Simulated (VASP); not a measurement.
Crystal: InP2.

```
In P
1.0
     1.87219    1.08091    4.80136
    -1.87219    1.08091    4.80136
     0.00000   -2.16182    4.80136
In P
1 2
Direct
  0.00000 0.00000 0.00000
  0.41606 0.41606 0.41606
  0.58394 0.58394 0.58394
```

* Program: VASP 6.6.1
* Task: relaxation of cell and atoms
* Functional: PBE
* Potentials or basis: VASP PAW PBE potentials, release 64 (In_d, P)
* Cutoff: 600 eV
* k mesh: 6 × 6 × 6
* Occupations: gaussian, width 0.1 eV
* Spin: no spin polarisation

At the start: pressure 20.5 GPa; volume 19.43 Å³/atom.

**Question.** Where does the relaxation end?

**Answer.** Over 7 steps the energy falls by 543.3 meV/atom and the volume is 23.46 Å³/atom (+20.7 %); space group R-3m (No. 166, to 0.05 Å).

The path:
```
step  energy change (eV)  largest force (eV/Å)  pressure (GPa)  volume (Å³)
   1              0.0000                4.5114           20.54        58.30
   2             -1.3809                0.6792           -4.45        81.59
   3             -1.5656                0.8667           -3.32        73.62
   4             -1.5351                1.9407            2.80        69.62
   5             -1.6242                0.1287           -0.99        71.68
   6             -1.6242                0.1543           -0.95        71.64
   7             -1.6300                0.0033           -0.16        70.39
```

Final structure:
```
In P
1.0
     2.05843    1.18844    4.79563
    -2.05843    1.18844    4.79563
     0.00000   -2.37687    4.79563
In P
1 2
Direct
  0.00000 0.00000 0.00000
  0.42760 0.42760 0.42760
  0.57240 0.57240 0.57240
```

Caveat: the volume moved by over 15 % at a fixed basis, so the end points are rough.
